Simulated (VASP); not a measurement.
Write the native input for VASP 6.6.1 that does the following.

- Task: single point
- Functional: PBEsol
- Potentials or basis: VASP PAW PBE potentials, release 64 (Os)
- Cutoff: 520 eV
- k mesh: 18 × 18 × 10
- Occupations: gaussian, width 0.1 eV
- Spin: no spin polarisation
- Dipole correction: no
- Further INCAR settings: ALGO = Normal; EDIFF = 1e-06; NBANDS = 15

The structure of Os lies in POSCAR:

```
Os
1.0
    2.7272408501      0.0000000000      0.0000000000
   -1.3636204251      2.3618598584      0.0000000000
    0.0000000000      0.0000000000      4.3132692765
Os
2
Direct
    0.3333333333      0.6666666667      0.2500000000
    0.6666666667      0.3333333333      0.7500000000
```

These files were run (other wordings do the same):

INCAR

```
PREC = Accurate
ENCUT = 520
EDIFF = 1E-6
ISMEAR = 0
SIGMA = 0.1
LREAL = F
LASPH = T
NELM = 60
ALGO = Normal
ISIF = 2
LWAVE = F
LCHARG = F
GGA = PS
NBANDS = 15
```

KPOINTS

```
Automatic mesh
0
Gamma
  18 18 10
```

Potentials or basis: VASP PAW PBE potentials, release 64 (Os).

The run is started by

```bash
$ cat potpaw_PBE.64/Os/POTCAR > POTCAR
$ mpirun -np 1 vasp_std > vasp.out
```

It gave:

The pressure is 0.5 GPa. The band gap on the k mesh is zero (band 8 reaches 11.49 eV, above the bottom of band 9 at 7.49 eV).

Caveat: the PAW data sets were made with another functional, which shifts forces and pressure a little; spin-orbit coupling is left out, which moves the levels of the heavy elements.

It took 63 s on 1 thread of AMD EPYC 7R43 64-Core Processor (Zen 3), with other jobs on the host, peak memory 0.16 GiB.
